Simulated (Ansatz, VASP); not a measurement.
This is a calculation of TeW2 for VASP 6.6.1.

INCAR

```
SYSTEM = TeW2
PREC = Accurate ; ENCUT = 520
EDIFF = 1E-6 ; ISMEAR = -1
SIGMA = 0.05 ; LREAL = .False.
LASPH = .True. ; NELM = 60
ALGO = Normal ; ISIF = 2
LWAVE = .False. ; LCHARG = .False.
GGA = PE ; NBANDS = 24
```

Contents of KPOINTS:

```
regular mesh
0
Gamma
  7 7 7
  0 0 0
```

The input POSCAR:

```
TeW2
1.0
    0.0000000000      3.1299451300      3.1299451300
    3.1299451300      0.0000000000      3.1299451300
    3.1299451300      3.1299451300      0.0000000000
Te W
1 2
Direct
    0.0000000000      0.0000000000      0.0000000000
    0.2500000000      0.2500000000      0.2500000000
    0.7500000000      0.7500000000      0.7500000000
```

Potentials or basis: VASP PAW PBE potentials, release 64 (Te, W_sv).

Run with:

```bash
$ cat potpaw_PBE.64/Te/POTCAR potpaw_PBE.64/W_sv/POTCAR > POTCAR
$ mpirun -np 1 vasp_std > vasp.out
```

Question: Translate it to Ansatz 0.2.0. Potentials there: all-electron LAPW, scalar-relativistic.

Answer: As run (the cutoff follows the program's own potentials):

The input input.yaml:

```yaml
crystal:
  lattice:
    - [0.0, 3.12994513, 3.12994513]
    - [3.12994513, 0.0, 3.12994513]
    - [3.12994513, 3.12994513, 0.0]
  atoms:
    - { symbol: Te, position: [0.0, 0.0, 0.0] }
    - { symbol: W, position: [0.25, 0.25, 0.25] }
    - { symbol: W, position: [0.75, 0.75, 0.75] }
kpoints:
  mp_grid: { grid: [7, 7, 7] }
scf:
  occupations: { method: fermi_dirac, width: 0.05 }
hamiltonian:
  xc: pbe
  pseudopotentials: { kind: all_electron, lapw: { basis_error: 0.001 } }
output:
  forces: true
  stress: true
  eigenvalues: true
```

Potentials or basis: all-electron LAPW, scalar-relativistic.

Run with:

```bash
$ ansatz run input.yaml --threads 2 --pin off --max-ram 6144MiB --backend cpu --events-out ev --progress --plain --runs-dir out
```

Both were run:

|  | VASP | Ansatz | Ansatz less VASP |
| --- | --- | --- | --- |
| gap on the k mesh at the Fermi level (eV) | none | none | - |
| pressure (GPa) | -0.9 | -0.9 | -0.05 |

A gap of «none» marks a metal or a gap that the smearing closes. Ansatz ran all-electron here, and VASP with PAW potentials.

Neither program's run includes spin-orbit coupling.
